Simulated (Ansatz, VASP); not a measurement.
# Two plane-wave programs on Hf

```
CELL_PARAMETERS angstrom
-1.72970 1.72970 1.72970
1.72970 -1.72970 1.72970
1.72970 1.72970 -1.72970
ATOMIC_POSITIONS crystal
Hf 0.00000 0.00000 0.00000
```

Change from the starting cell: volume scaled by 0.88.

Alike in both runs: task single point; functional r2SCAN; dispersion D4; k mesh 10 × 10 × 10; occupations methfessel-paxton of order 1, width 0.05 eV; no spin polarisation.

|  | VASP | Ansatz |
| --- | --- | --- |
| version | VASP 6.6.1 | Ansatz 0.2.0 |
| potentials or method | VASP PAW PBE potentials, release 64 (Hf_pv) | JTH PAW LDA |
| plane-wave cutoff (eV) | 550 | 1230 |
| valence electrons in the cell | 10 | 12 |

Ansatz gave:

```
gap on the k mesh at the Fermi level (eV) : none
pressure (GPa)                            : 7.8
```

Question: Which values does VASP return?

Answer: gap on the k mesh at the Fermi level (eV): none; pressure (GPa): 7.4.

VASP's potentials were made for PBE, not for r2SCAN. A gap of «none» marks a metal or a gap that the smearing closes. VASP's potentials hold 10 valence electrons a cell and Ansatz's 12, so a difference there can come from the potentials and not from the codes.

Neither program's run includes spin-orbit coupling.
